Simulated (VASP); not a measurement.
Wanted: the native input for a VASP 6.6.1 run.

* Task: single point
* Functional: PBEsol
* Potentials or basis: VASP PAW PBE potentials, release 64 (Au)
* Cutoff: 520 eV
* k mesh: 11 × 11 × 11
* Occupations: fermi-dirac, width 0.05 eV
* Spin: non-collinear spin, zero start, spin-orbit coupling
* Starting moments: [[0.0, 0.0, 0.0]] μB
* Dipole correction: no
* Further INCAR settings: ALGO = Fast; EDIFF = 1e-06; NBANDS = 22

The structure of Au lies in POSCAR:

```
Au
1.0
    0.0000000000      2.0350000000      2.0350000000
    2.0350000000      0.0000000000      2.0350000000
    2.0350000000      2.0350000000      0.0000000000
Au
1
Direct
    0.0000000000      0.0000000000      0.0000000000
```

The input as run:

INCAR

```
SYSTEM = Au
  PREC = Accurate
  ENCUT = 520
  EDIFF = 1E-6
  ISMEAR = -1
  SIGMA = 0.05
  LREAL = .False.
  LASPH = .True.
  NELM = 150
  ALGO = Fast
  ISIF = 2
  LWAVE = .False.
  LCHARG = .False.
  MAGMOM = 0 0 0
  LORBIT = 11
  LSORBIT = .True.
  GGA_COMPAT = .False.
  LORBMOM = .True.
  LMAXMIX = 4
  GGA = PS
  NBANDS = 22
```

KPOINTS

```
regular mesh
0
Gamma
  11 11 11
  0 0 0
```

Potentials or basis: VASP PAW PBE potentials, release 64 (Au).

The run is started by

```bash
$ cat potpaw_PBE.64/Au/POTCAR > POTCAR
$ mpirun -np 1 vasp_ncl > vasp.out
```

Results of the run:

The pressure is 0.2 GPa. The net moment is 0.00 μB per cell. The valence electrons inside the program's atomic spheres are Au 9.65.

Caveat: the PAW data sets were made with another functional, which shifts forces and pressure a little.

It took 43 s on 1 thread of Intel(R) Xeon(R) Platinum 8488C (Sapphire Rapids), with other jobs on the host, peak memory 0.21 GiB.
